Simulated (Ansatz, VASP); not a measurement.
Given: the input of a run of VASP 6.6.1 on Au.

Contents of INCAR:

```
ALGO = Normal
EDIFF = 1E-6
ENCUT = 500
GGA = PE
GGA_COMPAT = False
ISIF = 2
ISMEAR = 0
LASPH = True
LCHARG = False
LREAL = False
LWAVE = False
NBANDS = 12
NELM = 120
PREC = Accurate
SIGMA = 0.022
```

The input KPOINTS:

```
k-points
0
Gamma
  11 11 11
```

Contents of POSCAR:

```
Au
1.0
    0.0000000000      2.0350000000      2.0350000000
    2.0350000000      0.0000000000      2.0350000000
    2.0350000000      2.0350000000      0.0000000000
Au
1
Direct
    0.0000000000      0.0000000000      0.0000000000
```

Potentials or basis: VASP PAW PBE potentials, release 64 (Au).

Launch:

```bash
$ cat potpaw_PBE.64/Au/POTCAR > POTCAR
$ mpirun -np 1 vasp_std > vasp.out
```

**Question.** Set up the same calculation for Ansatz 0.2.0. Potentials there: all-electron LAPW, scalar-relativistic.

**Answer.** As run (the cutoff follows the program's own potentials):

input.yaml

```yaml
crystal:
  lattice:
    - [0.0, 2.035, 2.035]
    - [2.035, 0.0, 2.035]
    - [2.035, 2.035, 0.0]
  atoms:
    - { symbol: Au, position: [0.0, 0.0, 0.0] }
kpoints:
  mp_grid: { grid: [11, 11, 11] }
scf:
  occupations: { method: gaussian, width: 0.022 }
hamiltonian:
  xc: pbe
  pseudopotentials: { kind: all_electron, lapw: { basis_error: 0.001 } }
output:
  forces: true
  stress: true
  eigenvalues: true
```

Potentials or basis: all-electron LAPW, scalar-relativistic.

Launch:

```bash
$ ansatz run input.yaml --threads 1 --pin off --max-ram 3072MiB --backend cpu --events-out ev --progress --plain --runs-dir out
```

Both were run:

|  | VASP | Ansatz | Ansatz less VASP |
| --- | --- | --- | --- |
| gap on the k mesh at the Fermi level (eV) | none | none | - |
| pressure (GPa) | 10.5 | 10.8 | +0.29 |

A gap of «none» marks a metal or a gap that the smearing closes. Ansatz ran all-electron here, and VASP with PAW potentials.

Spin-orbit coupling is off throughout.
